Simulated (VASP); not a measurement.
A run of VASP 6.6.1 is set up as follows.

The input INCAR:

```
PREC = Accurate
ENCUT = 520
EDIFF = 1E-6
ISMEAR = -1
SIGMA = 0.05
LREAL = F
LASPH = T
NELM = 60
ALGO = Normal
ISIF = 2
LWAVE = F
LCHARG = F
GGA = PS
NBANDS = 28
```

KPOINTS

```
regular mesh
0
Gamma
  6 6 6
```

The input POSCAR:

```
Ti3Al
1.0
    0.0000000000      3.2531841469      3.2531841469
    3.2531841469      0.0000000000      3.2531841469
    3.2531841469      3.2531841469      0.0000000000
Ti Al
3 1
Direct
    0.7500000000      0.7500000000      0.7500000000
    0.2500000000      0.2500000000      0.2500000000
    0.0000000000      0.0000000000      0.0000000000
    0.5000000000      0.5000000000      0.5000000000
```

Potentials or basis: VASP PAW PBE potentials, release 64 (Ti_sv, Al).

Run with:

```sh
$ cat potpaw_PBE.64/Ti_sv/POTCAR potpaw_PBE.64/Al/POTCAR > POTCAR
$ mpirun -np 1 vasp_std > vasp.out
```

**Question.** Predict the pressure.

**Answer.** -6.9 GPa.

Caveat: the PAW data sets were made with another functional, which shifts forces and pressure a little.
